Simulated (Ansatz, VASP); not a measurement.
# Eu in VASP and in Ansatz

Contents of INCAR:

```
PREC = Accurate
ENCUT = 600
EDIFF = 1E-7
ISMEAR = 0
SIGMA = 0.05
LREAL = False
LASPH = True
NELM = 200
ALGO = Normal
ISIF = 3
LWAVE = False
LCHARG = False
ISPIN = 2
MAGMOM = 7 7
LORBIT = 11
LMAXMIX = 6
GGA = PE
IBRION = 2
NSW = 80
EDIFFG = -0.01
GGA_COMPAT = False
NELMIN = 4
KPAR = 4
```

File KPOINTS:

```
regular mesh
0
Gamma
  12 12 6
```

The input POSCAR:

```
Eu
1.0
    4.1067582141      0.0000000000      0.0000000000
   -2.0533791070      3.5565569406      0.0000000000
    0.0000000000      0.0000000000      6.7077050830
Eu
2
Direct
    0.3333333333      0.6666666667      0.7500000000
    0.6666666667      0.3333333333      0.2500000000
```

Input for Ansatz:

```yaml
crystal:
  lattice:
    - [4.1067582141, 0.0, 0.0]
    - [-2.053379107, 3.5565569406, 0.0]
    - [0.0, 0.0, 6.707705083]
  atoms:
    - { symbol: Eu, position: [0.3333333333, 0.6666666667, 0.75], spin: 7.0 }
    - { symbol: Eu, position: [0.6666666667, 0.3333333333, 0.25], spin: 7.0 }
basis:
  ecutwfc: 600
  ecutrho_ratio: 5
kpoints:
  mp_grid: { grid: [12, 12, 6] }
hamiltonian:
  xc: pbe
scf:
  occupations: { method: gaussian, width: 0.05 }
output:
  forces: true
  stress: true
  eigenvalues: true
  populations: true
magnetization:
  spin_polarized: true
relax:
  f_tol: 0.01
  max_steps: 60
  cell: { stress_tol: 0.04 }
```

Alike in both runs: task relaxation of cell and atoms; functional PBE; k mesh 12 × 12 × 6; occupations gaussian, width 0.05 eV; collinear spin.

|  | VASP | Ansatz |
| --- | --- | --- |
| version | VASP 6.6.1 | Ansatz 0.2.0 |
| potentials or method | VASP PAW PBE potentials, release 64 (Eu), cutoff 600 eV | scalar-relativistic, plane waves, PAW |
| valence electrons in the cell | 34 | 34 |

```tsv
	VASP	Ansatz	Ansatz less VASP
gap on the k mesh at the Fermi level, each at its own relaxed structure (eV)	none	none	-
net moment per atom (μB)	7.57	7.58	+0.014
size of the moment on the site where the two differ most (μB)	6.74	7.20	+0.462
relaxed volume (Å³/atom)	41.51	42.08	+0.572
relaxed length of the cell vector where the two differ most in proportion (Å)	3.909	3.928	+0.0191
```

Site moments also hang on the region over which each program counts them. A gap of «none» marks a metal or a gap that the smearing closes.

Spin-orbit coupling is off throughout. Noted on VASP's run: the volume moved by over 15 % at a fixed basis, so the end points are rough.
